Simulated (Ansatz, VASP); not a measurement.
BAs: VASP beside Ansatz

File INCAR:

```
SYSTEM = BAs
  PREC = Accurate
  ENCUT = 600
  EDIFF = 1E-7
  ISMEAR = 0
  SIGMA = 0.1
  LREAL = .FALSE.
  LASPH = .TRUE.
  NELM = 100
  ALGO = Normal
  ISIF = 3
  LWAVE = .FALSE.
  LCHARG = .FALSE.
  GGA = PE
  IBRION = 2
  NSW = 90
  EDIFFG = -0.04
```

KPOINTS

```
Automatic mesh
0
G
  6 6 6
  0 0 0
```

The input POSCAR:

```
BAs
1.0
    0.0000000000      2.3478434600      2.3478434600
    2.3478434600      0.0000000000      2.3478434600
    2.3478434600      2.3478434600      0.0000000000
B As
1 1
Direct
    0.5000000000      0.5000000000      0.5000000000
    0.0000000000      0.0000000000      0.0000000000
```

Input for Ansatz:

```yaml
crystal:
  lattice:
    - [0.0, 2.34784346, 2.34784346]
    - [2.34784346, 0.0, 2.34784346]
    - [2.34784346, 2.34784346, 0.0]
  atoms:
    - { symbol: B, position: [0.5, 0.5, 0.5] }
    - { symbol: As, position: [0.0, 0.0, 0.0] }
basis:
  ecutwfc: 420
kpoints:
  mp_grid: { grid: [6, 6, 6] }
hamiltonian:
  xc: pbe
scf:
  occupations: { method: gaussian, width: 0.1 }
  lower_state_search: "off"
output:
  forces: true
  stress: true
  eigenvalues: true
relax:
  adjacent_minimum: "off"
  f_tol: 0.04
  max_steps: 70
  cell: { stress_tol: 0.4 }
```

Change from the starting cell: species swapped into the ScS type (Fm-3m, No. 225).

Alike in both runs: task relaxation of cell and atoms; functional PBE; k mesh 6 × 6 × 6; occupations gaussian, width 0.1 eV; no spin polarisation.

```csv
,VASP,Ansatz
version,VASP 6.6.1,Ansatz 0.2.0
potentials or method,"VASP PAW PBE potentials, release 64 (B, As), cutoff 600 eV","scalar-relativistic, plane waves, PAW"
valence electrons in the cell,8,18
```

```csv
,VASP,Ansatz,Ansatz less VASP
"gap on the k mesh at the Fermi level, each at its own relaxed structure (eV)",none,none,-
relaxed volume (Å³/atom),12.32,12.31,-0.008
relaxed cell length with the largest relative difference (Å),3.266,3.265,-0.0007
```

A gap of «none» marks a metal or a gap that the smearing closes. VASP's potentials hold 8 valence electrons a cell and Ansatz's 18, so a difference there can come from the potentials and not from the codes.

The k mesh is coarse, so the values compare programs but aren't converged.
